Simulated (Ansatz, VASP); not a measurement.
## SiO: VASP beside Ansatz

The input INCAR:

```
  PREC = Accurate
  ENCUT = 520
  EDIFF = 1E-6
  ISMEAR = 0
  SIGMA = 0.1
  LREAL = F
  LASPH = T
  NELM = 150
  ALGO = Normal
  ISIF = 2
  LWAVE = F
  LCHARG = F
  ISPIN = 2
  MAGMOM = 0 1
  LORBIT = 11
  GGA = PE
  NBANDS = 16
```

Contents of KPOINTS:

```
regular mesh
0
Gamma
  6 6 6
```

Contents of POSCAR:

```
SiO
1.0
    2.8402371000      0.0000000000      0.0000000000
    0.0000000000      2.8402371000      0.0000000000
    0.0000000000      0.0000000000      3.1528213100
Si O
1 1
Direct
    0.0000000000      0.0000000000      0.0000000000
    0.5000000000      0.5000000000      0.5000000000
```

Input for Ansatz:

```yaml
crystal:
  lattice:
    - [2.8402371, 0.0, 0.0]
    - [0.0, 2.8402371, 0.0]
    - [0.0, 0.0, 3.15282131]
  atoms:
    - { symbol: Si, position: [0.0, 0.0, 0.0] }
    - { symbol: O, position: [0.5, 0.5, 0.5], spin: 1.0 }
basis:
  ecutwfc: 420
kpoints:
  mp_grid: { grid: [6, 6, 6] }
hamiltonian:
  xc: pbe
scf:
  occupations: { method: gaussian, width: 0.1 }
  lower_state_search: "off"
output:
  forces: true
  stress: true
  eigenvalues: true
  populations: true
magnetization:
  spin_polarized: true
```

Change from the starting cell: species swapped into the TaRu type (P4/mmm, No. 123).

Alike in both runs: task single point; functional PBE; k mesh 6 × 6 × 6; occupations gaussian, width 0.1 eV; collinear spin.

```csv
,VASP,Ansatz
version,VASP 6.6.1,Ansatz 0.2.0
potentials or method,"VASP PAW PBE potentials, release 64 (Si, O), cutoff 520 eV","scalar-relativistic, plane waves, PAW"
valence electrons in the cell,10,10
```

```tsv
	VASP	Ansatz	Ansatz less VASP
gap on the k mesh at the Fermi level (eV)	none	none	-
pressure (GPa)	-13.5	-13.5	+0.09
traceless stress, the component that is largest in VASP (GPa)	-7.58	-7.58	0.000
net moment per atom (μB)	0.00	0.00	0.000
```

A gap of «none» marks a metal or a gap that the smearing closes. The functional is the same, so the differences come from potentials, cutoffs and numerics. Ansatz's warnings: seeded moment not kept.

The k mesh is coarse, so the values compare programs but aren't converged.
